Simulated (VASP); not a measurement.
# Cu in VASP: a series of runs

Cu is run at these levels: LDA; tasks: single point.

All numbers are computed with VASP 6.6.1; they aren't measurements. Logs are shortened: lines on timing, memory, paths and dates and some standing lists are left out, and cuts for length are marked.

## Step 1: The cell of the first run

The cell holds a slab with vacuum, 5 atoms: a = 2.487 Å, b = 2.487 Å, c = 24.124 Å, α = 90.00°, β = 90.00°, γ = 120.00°.

## Step 2: Single point, LDA

INCAR reads:

```
  ALGO = Normal
  DIPOL = 0.5 0.5 0.500
  EDIFF = 1E-7
  ENCUT = 520
  IDIPOL = 3
  ISIF = 2
  ISMEAR = -1
  LASPH = True
  LCHARG = False
  LDIPOL = True
  LREAL = False
  LWAVE = False
  NBANDS = 36
  NELM = 80
  PREC = Accurate
  SIGMA = 0.05
```

KPOINTS reads:

```
k-points
0
Gamma
  19 19 1
```

POSCAR reads:

```
Cu
1.0
    2.4873735450      0.0000000000      0.0000000000
   -1.2436867725      2.1541286787      0.0000000000
    0.0000000000      0.0000000000     24.1237000000
Cu
5
Direct
    0.8333333333      0.1666666667      0.3326081044
    0.1666666667      0.8333333333      0.4158717717
    0.5000000000      0.5000000000      0.4999999547
    0.8333333333      0.1666666667      0.5841282051
    0.1666666667      0.8333333333      0.6673919640
```

Potentials or basis: VASP PAW LDA potentials, release 64 (Cu).

The run is started by

```bash
$ cat potpaw_LDA.64/Cu/POTCAR > POTCAR
$ mpirun -np 1 vasp_std > vasp.out
```

OUTCAR:

```text
EDIFF = 1E-7
   ENCUT = 520
   ISIF = 2
   ISMEAR = -1
   LASPH = True
   LREAL = False
   NELM = 80
   PREC = Accurate

 ion  position               nearest neighbor table
   1  0.833  0.167  0.333-   2 2.47   2 2.47   2 2.47
   2  0.167  0.833  0.416-   1 2.47   1 2.47   1 2.47   3 2.49   3 2.49   3 2.49
   3  0.500  0.500  0.500-   2 2.49   2 2.49   2 2.49   4 2.49   4 2.49   4 2.49
   4  0.833  0.167  0.584-   5 2.47   5 2.47   5 2.47   3 2.49   3 2.49   3 2.49
   5  0.167  0.833  0.667-   4 2.47   4 2.47   4 2.47

  LATTYP: Found a hexagonal cell.
 ALAT       =     2.4873735450
 C/A-ratio  =     9.6984628821

  Lattice vectors:

 A1 = (   2.4873735450,   0.0000000000,   0.0000000000)
 A2 = (  -1.2436867725,   2.1541286787,   0.0000000000)
 A3 = (   0.0000000000,   0.0000000000,  24.1237000000)

Analysis of symmetry for initial positions (statically):
=====================================================================
 Subroutine PRICEL returns:
 Original cell was already a primitive cell.

 Routine SETGRP: Setting up the symmetry group for a
 hexagonal supercell.

 Subroutine GETGRP returns: Found 12 space group operations
 (whereof  4 operations were pure point group operations)
 out of a pool of 24 trial point group operations.

The static configuration has the point symmetry C_2h.
 The point group associated with its full space group is D_3d.

Analysis of symmetry for dynamics (positions and initial velocities):
=====================================================================
 Subroutine PRICEL returns:
 Original cell was already a primitive cell.

 Routine SETGRP: Setting up the symmetry group for a
 hexagonal supercell.

 Subroutine GETGRP returns: Found 12 space group operations
 (whereof  4 operations were pure point group operations)
 out of a pool of 24 trial point group operations.

The dynamic configuration has the point symmetry C_2h.
 The point group associated with its full space group is D_3d.

 Subroutine INISYM returns: Found 12 space group operations
 (whereof  4 operations are pure point group operations),
 and found     1 'primitive' translations

----------------------------------------------------------------------------------------

                                     Primitive cell

  volume of cell :     129.2577

  direct lattice vectors                    reciprocal lattice vectors
     2.487373545  0.000000000  0.000000000     0.402030488  0.232112410  0.000000000
    -1.243686773  2.154128679  0.000000000     0.000000000  0.464224821  0.000000000
     0.000000000  0.000000000 24.123700000     0.000000000  0.000000000  0.041453011

  length of vectors
     2.487373545  2.487373545 24.123700000     0.464224821  0.464224821  0.041453011

  position of ions in fractional coordinates (direct lattice)
     0.833333333  0.166666667  0.332608104
     0.166666667  0.833333333  0.415871772
     0.500000000  0.500000000  0.499999955
     0.833333333  0.166666667  0.584128205
     0.166666667  0.833333333  0.667391964

  ion indices of the primitive-cell ions
   primitive index   ion index
                 1           1
                 2           2
                 3           3
                 4           4
                 5           5

----------------------------------------------------------------------------------------

 KPOINTS: k-points

Automatic generation of k-mesh.
 Grid dimensions read from file:
 generate k-points for:   19   19    1

 Generating k-lattice:

  Cartesian coordinates                     Fractional coordinates (reciprocal lattice)
     0.021159499  0.012216443  0.000000000     0.052631579  0.000000000  0.000000000
     0.000000000  0.024432885  0.000000000     0.000000000  0.052631579  0.000000000
     0.000000000  0.000000000  0.041453011     0.000000000  0.000000000  1.000000000

  Length of vectors
     0.024432885  0.024432885  0.041453011

  Shift w.r.t. Gamma in fractional coordinates (k-lattice)
     0.000000000  0.000000000  0.000000000

 Subroutine IBZKPT returns following result:
 ===========================================

 Found     40 irreducible k-points:

 Following reciprocal coordinates:
            Coordinates               Weight
  0.000000  0.000000  0.000000      1.000000
  0.052632  0.000000  0.000000      6.000000
  0.105263  0.000000  0.000000      6.000000
  0.157895  0.000000  0.000000      6.000000
  0.210526  0.000000  0.000000      6.000000
  0.263158  0.000000  0.000000      6.000000
[... 16 lines left out ...]
  0.263158  0.105263  0.000000     12.000000
  0.315789  0.105263  0.000000     12.000000
 [... further k-points ...]
   k-points           NKPTS =     40   k-points in BZ     NKDIM =     40   number of bands    NBANDS=     36
   number of dos      NEDOS =    301   number of ions     NIONS =      5
   total plane-waves  NPLWV =  58320
   dimension x,y,z NGX =    18 NGY =   18 NGZ =  180
   dimension x,y,z NGXF=    36 NGYF=   36 NGZF=  360
   ions per type =               5
   NGX,Y,Z   is equivalent  to a cutoff of  12.03, 12.03, 12.40 a.u.
   NGXF,Y,Z  is equivalent  to a cutoff of  24.06, 24.06, 24.81 a.u.
 SYSTEM =  unknown system
   PREC   = accura    normal or accurate (medium, high low for compatibility)
   ISTART =      0    job   : 0-new  1-cont  2-samecut
   ICHARG =      2    charge: 1-file 2-atom 10-const
   ISPIN  =      1    spin polarized calculation?
   LNONCOLLINEAR =      F non collinear calculations
   LSORBIT =      F    spin-orbit coupling
   LASPH  =      T    aspherical Exc in radial PAW
   ENCUT  =  520.0 eV  38.22 Ry    6.18 a.u.   4.62  4.62 44.85*2*pi/ulx,y,z
   NELM   =     80;   NELMIN=  2; NELMDL= -5     # of ELM steps
   EDIFF  = 0.1E-06   stopping-criterion for ELM
   LREAL  =      F    real-space projection
   EDIFFG = 0.1E-05   stopping-criterion for IOM
   NSW    =      0    number of steps for IOM
   IBRION =     -1    ionic relax: 0-MD 1-quasi-New 2-CG
   NFREE  =      0    steps in history (QN), initial steepest desc. (CG)
   ISIF   =      2    stress and relaxation
   ISYM   =      2    0-nonsym 1-usesym 2-fastsym
   POTIM  = 0.5000    time-step for ionic-motion
   TEBEG  =    0.0;   TEEND  =   0.0 temperature during run
   PSTRESS=    0.0 pullay stress
   NELECT =      55.0000    total number of electrons
   NUPDOWN=      -1.0000    fix difference up-down
   EMIN   =  10.00;   EMAX   =-10.00  energy-range for DOS
   EFERMI =   0.00;   METHOD = LEGACY
   ISMEAR =    -1;   SIGMA  =   0.05  broadening in eV -4-tet -1-fermi 0-gaus
   EFERMI_NEDOS =   21; number of points for ismear=-14 and -15
   IALGO  =     38    algorithm
   IMIX   =      4    mixing-type and parameters
     AMIX     =   0.40;   BMIX     =  1.00
     AMIX_MAG =   1.60;   BMIX_MAG =  1.00
  volume/ion in A,a.u.               =      25.85       174.45
  Fermi-wavevector in a.u.,A,eV,Ry     =   1.231337  2.326889 20.629023  1.516190
  Thomas-Fermi vector in A             =   2.366150
   LORBIT       =      0    0 simple, 1 ext, 2 COOP (PROOUT), +10 PAW based schemes
   GGA     = CA    functional components
   LHFCALC =     F    Hartree Fock is set to
   AEXX    =    0.0000 exact exchange contribution
   IVDW    =     0    specifies the selected vdW correction
   LEPSILON=     F    determine dielectric tensor
   LRPA    =     F    only Hartree local field effects (RPA)
 non-spin polarized calculation
  energy-cutoff  :      520.00
  volume of cell :      129.26
 maximum number of plane-waves:      3512
   NGX =  9   NGY =  9   NGZ = 89

 dipolmoment           0.000000      0.000000     -0.000000 electrons x Angstroem

 number of electron      54.9999919 magnetization

 dipolmoment           0.000000      0.000000      0.000011 electrons x Angstroem

 Free energy of the ion-electron system (eV)
  ---------------------------------------------------
  ext. energy  EPLUGINS =         0.00000000
  ---------------------------------------------------
  free energy    TOTEN  =       -22.36926031 eV

  energy without entropy =      -22.35865950  energy(sigma->0) =      -22.36395991

 E-fermi :   0.5402     XC(G=0):  -6.5184

 val. band max:        0.4984681255   @ k =   0.4211   0.0000   0.0000
 cond. band min:       0.5617609280   @ k =   0.1053   0.0526   0.0000
 fundamental gap:      0.0632928025
 Fermi energy:         0.5402342804

 k-point     1 :       0.0000    0.0000    0.0000
  band No.  band energies     occupation
      1      -9.1218      2.00000
      2      -8.1648      2.00000
      3      -6.7620      2.00000
      4      -5.4604      2.00000
      5      -5.0481      2.00000
      6      -2.9286      2.00000
[... 28 lines left out ...]
     35       7.3408      0.00000
     36       7.5400      0.00000

 k-point     2 :       0.0526    0.0000    0.0000
  band No.  band energies     occupation
      1      -9.0275      2.00000
      2      -8.0736      2.00000
      3      -6.6761      2.00000
      4      -5.3827      2.00000
      5      -4.9834      2.00000
      6      -2.9673      2.00000
[... 28 lines left out ...]
     35       7.4202      0.00000
     36       7.6239      0.00000

 k-point     3 :       0.1053    0.0000    0.0000
  band No.  band energies     occupation
      1      -8.7475      2.00000
      2      -7.8039      2.00000
      3      -6.4249      2.00000
      4      -5.1593      2.00000
      5      -4.7985      2.00000
      6      -3.0865      2.00000
[... 28 lines left out ...]
     35       7.6617      0.00000
     36       7.8757      0.00000

 k-point     4 :       0.1579    0.0000    0.0000
  band No.  band energies     occupation
      1      -8.2914      2.00000
      2      -7.3693      2.00000
      3      -6.0317      2.00000
      4      -4.8247      2.00000
      5      -4.5238      2.00000
      6      -3.2778      2.00000
[... 28 lines left out ...]
     35       8.0727      0.00000
     36       8.2954      0.00000

 k-point     5 :       0.2105    0.0000    0.0000
  band No.  band energies     occupation
      1      -7.6792      2.00000
      2      -6.7987      2.00000
      3      -5.5498      2.00000
      4      -4.4635      2.00000
      5      -4.2218      2.00000
      6      -3.5033      2.00000
[... 655 lines left out ...]
 k-point    22 :       0.2105    0.1053    0.0000
  band No.  band energies     occupation
      1      -6.7048      2.00000
      2      -5.9298      2.00000
      3      -4.9102      2.00000
      4      -4.1077      2.00000
      5      -3.8632      2.00000
      6      -3.6419      2.00000
[... 28 lines left out ...]
     35       9.6624      0.00000
     36       9.8664      0.00000

 k-point    23 :       0.2632    0.1053    0.0000
  band No.  band energies     occupation
      1      -5.9450      2.00000
      2      -5.3284      2.00000
      3      -4.6227      2.00000
      4      -4.0901      2.00000
      5      -3.9028      2.00000
      6      -3.7048      2.00000
[... 28 lines left out ...]
     35       9.4098      0.00000
     36      10.1691      0.00000

 k-point    24 :       0.3158    0.1053    0.0000
  band No.  band energies     occupation
      1      -5.2757      2.00000
      2      -4.8840      2.00000
      3      -4.5140      2.00000
      4      -4.1139      2.00000
      5      -4.0208      2.00000
      6      -3.7908      2.00000
[... 28 lines left out ...]
     35       9.7800      0.00000
     36      10.1732      0.00000

 [... further k-points ...]

------------------------ aborting loop because EDIFF is reached ----------------------------------------

 vacuum level on the upper side and lower side of the slab       (xc-potential included)        -0.097        -0.097

  FORCE on cell =-STRESS in cart. coord.  units (eV):
  Direction    XX          YY          ZZ          XY          YZ          ZX
  --------------------------------------------------------------------------------------
  -------------------------------------------------------------------------------------
  Total       -1.1948311     -1.1948311      0.2208851      0.0000000     -0.0000000      0.0000000
  in kB      -14.8101865    -14.8101865      2.7379176      0.0000000     -0.0000000      0.0000000
  external PRESSURE =      -8.9608185 kB  Pullay stress =       0.0000000 kB

 VOLUME and BASIS-vectors are now :
 -----------------------------------------------------------------------------
  energy-cutoff  :      520.00
  volume of cell :      129.26
      direct lattice vectors                 reciprocal lattice vectors
     2.487373545  0.000000000  0.000000000     0.402030488  0.232112410  0.000000000
    -1.243686773  2.154128679  0.000000000     0.000000000  0.464224821  0.000000000
     0.000000000  0.000000000 24.123700000     0.000000000  0.000000000  0.041453011

 POSITION                                       TOTAL-FORCE (eV/Angst)
 -----------------------------------------------------------------------------------
      1.86553      0.35902      8.02374         0.000000     -0.000000     -0.031096
     -0.62184      1.79511     10.03237        -0.000000      0.000000      0.002970
      0.62184      1.07706     12.06185        -0.000000     -0.000000      0.000000
      1.86553      0.35902     14.09133         0.000000     -0.000000     -0.002970
     -0.62184      1.79511     16.09996        -0.000000      0.000000      0.031096
 -----------------------------------------------------------------------------------
    total drift:                                0.000000     -0.000000      0.002310

  FREE ENERGIE OF THE ION-ELECTRON SYSTEM (eV)
  ---------------------------------------------------
  free  energy   TOTEN  =       -22.3692603133 eV

  energy  without entropy=      -22.3586595019  energy(sigma->0) =      -22.36395991

 vacuum level on the upper side and lower side of the slab         5.694         5.694
```

Run time: 3 min. Hardware: 1 thread of AMD EPYC 9R45 (Zen 5), shared host; peak memory 0.23 GiB.

What came out:

```yaml
Free_energy: -22.3693 eV
Largest_force: 0.031 eV/Å
Band_gap_on_the_k_mesh: zero (an odd number of electrons rules out a gap without spin polarisation)
```

Forces in eV/Å, atoms in the order of the input:
```
Cu   0.000  0.000 -0.031
Cu   0.000  0.000  0.003
Cu   0.000  0.000  0.000
Cu   0.000  0.000 -0.003
Cu   0.000  0.000  0.031
```

Levels at points of the mesh, in eV from the Fermi level:
```tsv
k point	band 25	band 26	band 27	band 28	band 29	band 30	band 31	band 32
(0.00, 0.00, 0.00)	-2.05	-1.73	-1.73	-1.65	-1.65	-1.06	-0.38	4.57
```

## Step 3: Single point, LDA

INCAR reads:

```
SYSTEM = Cu
  ALGO = Normal
  DIPOL = 0.5 0.5 0.500
  EDIFF = 1E-7
  ENCUT = 520
  IDIPOL = 3
  ISIF = 2
  ISMEAR = -1
  LASPH = .TRUE.
  LCHARG = .FALSE.
  LDIPOL = .TRUE.
  LREAL = .FALSE.
  LWAVE = .FALSE.
  NBANDS = 36
  NELM = 100
  PREC = Accurate
  SIGMA = 0.05
```

KPOINTS reads:

```
k-points
0
G
  19 19 1
  0 0 0
```

POSCAR is that of step 2.

Potentials or basis: VASP PAW LDA potentials, release 64 (Cu).

The run is started by

```bash
$ cat potpaw_LDA.64/Cu/POTCAR > POTCAR
$ mpirun -np 1 vasp_std > vasp.out
```

Wall time 2.9 min (1 thread of AMD EPYC 9R45 (Zen 5), shared host); peak memory 0.23 GiB.

Results (log left out):

```
Free energy            : -22.3693 eV
Largest force          : 0.031 eV/Å
Band gap on the k mesh : zero (an odd number of electrons rules out a gap without spin polarisation)
```

Forces on the atoms (eV/Å):
```
Cu   0.000  0.000 -0.031
Cu   0.000  0.000  0.003
Cu   0.000  0.000  0.000
Cu   0.000  0.000 -0.003
Cu   0.000  0.000  0.031
```

Levels at points of the mesh, in eV from the Fermi level:
```tsv
k point	band 26	band 27	band 28	band 29	band 30	band 31
(0.00, 0.00, 0.00)	-1.73	-1.73	-1.65	-1.65	-1.06	-0.38
```

## Step 4: Single point, LDA

INCAR reads:

```
SYSTEM = Cu
PREC = Accurate
ENCUT = 520
EDIFF = 1E-6
ISMEAR = -1
SIGMA = 0.05
LREAL = .FALSE.
LASPH = .TRUE.
NELM = 100
ALGO = Normal
ISIF = 2
LWAVE = .FALSE.
LCHARG = .TRUE.
LDIPOL = .TRUE.
IDIPOL = 3
DIPOL = 0.5 0.5 0.500
GGA = CA
LELF = .TRUE.
LVHAR = .TRUE.
LVACPOTAV = .TRUE.
EFIELD = -0.5
NBANDS = 36
```

KPOINTS reads:

```
regular mesh
0
G
  19 19 1
  0 0 0
```

POSCAR is that of step 3.

Potentials or basis: VASP PAW LDA potentials, release 64 (Cu).

The run is started by

```bash
$ cat potpaw_LDA.64/Cu/POTCAR > POTCAR
$ mpirun -np 1 vasp_std > vasp.out
```

OUTCAR:

```text
SYSTEM = Cu
   PREC = Accurate
   ENCUT = 520
   EDIFF = 1E-6
   ISMEAR = -1
   LREAL = .FALSE.
   LASPH = .TRUE.
   NELM = 100
   ISIF = 2
   GGA = CA

 ion  position               nearest neighbor table
   1  0.833  0.167  0.333-   2 2.47   2 2.47   2 2.47
   2  0.167  0.833  0.416-   1 2.47   1 2.47   1 2.47   3 2.49   3 2.49   3 2.49
   3  0.500  0.500  0.500-   2 2.49   2 2.49   2 2.49   4 2.49   4 2.49   4 2.49
   4  0.833  0.167  0.584-   5 2.47   5 2.47   5 2.47   3 2.49   3 2.49   3 2.49
   5  0.167  0.833  0.667-   4 2.47   4 2.47   4 2.47
[... 1145 lines left out ...]
  -------------------------------------------------------------------------------------
  Total       -1.1753659     -1.1753659      0.1837565      0.0000000     -0.0000000     -0.0000000
  in kB      -14.5689113    -14.5689113      2.2777016      0.0000000     -0.0000000     -0.0000000
  external PRESSURE =      -8.9533736 kB  Pullay stress =       0.0000000 kB

 VOLUME and BASIS-vectors are now :
 -----------------------------------------------------------------------------
  energy-cutoff  :      520.00
  volume of cell :      129.26
      direct lattice vectors                 reciprocal lattice vectors
     2.487373545  0.000000000  0.000000000     0.402030488  0.232112410  0.000000000
    -1.243686773  2.154128679  0.000000000     0.000000000  0.464224821  0.000000000
     0.000000000  0.000000000 24.123700000     0.000000000  0.000000000  0.041453011

 POSITION                                       TOTAL-FORCE (eV/Angst)
 -----------------------------------------------------------------------------------
      1.86553      0.35902      8.02374         0.000000      0.000000     -0.041857
     -0.62184      1.79511     10.03237         0.000000     -0.000000      0.008975
      0.62184      1.07706     12.06185        -0.000000      0.000000      0.002306
      1.86553      0.35902     14.09133        -0.000000     -0.000000      0.003959
     -0.62184      1.79511     16.09996         0.000000      0.000000      0.026616
 -----------------------------------------------------------------------------------
    total drift:                                0.000000     -0.000000     -0.000566

  FREE ENERGIE OF THE ION-ELECTRON SYSTEM (eV)
  ---------------------------------------------------
  free  energy   TOTEN  =       -22.4106671685 eV

  energy  without entropy=      -22.3999580527  energy(sigma->0) =      -22.40531261
```

stdout:

```text
POSCAR found type information on POSCAR Cu
 POSCAR found :  1 types and       5 ions
 scaLAPACK will be used
 LDA part: xc-table for (Slater(with rela. corr.)+CA(PZ))
 , standard interpolation
 POSCAR, INCAR and KPOINTS ok, starting setup
 FFT: planning ... GRIDC
[... 28 lines left out ...]
|                                                                             |
|     Did not find any points to average over, which means that no vacuum     |
|     field-free region was found. Please increase the size of  your cell     |
|     in the dimension of the dipole correction to obtain accurate            |
|     workfunction values.                                                    |
|                                                                             |
 -----------------------------------------------------------------------------
```

Wall time 3.9 min (1 thread of AMD EPYC 9R45 (Zen 5), shared host); peak memory 0.23 GiB.

What came out:

```
Free energy            : -22.4107 eV
Largest force          : 0.042 eV/Å
Band gap on the k mesh : zero (an odd number of electrons rules out a gap without spin polarisation)
```

Forces on the atoms (eV/Å):
```
Cu   0.000  0.000 -0.042
Cu   0.000  0.000  0.009
Cu   0.000  0.000  0.002
Cu   0.000  0.000  0.004
Cu   0.000  0.000  0.027
```

Levels at points of the mesh, in eV from the Fermi level:
```csv
k point,band 24,band 25,band 26,band 27,band 28,band 29,band 30,band 31,band 32,band 33
"(0.00, 0.00, 0.00)",-2.05,-2.05,-1.73,-1.73,-1.65,-1.65,-1.07,-0.37,3.39,4.67
```

The gap in the log of VASP goes by the Fermi energy; the results here count the filled bands.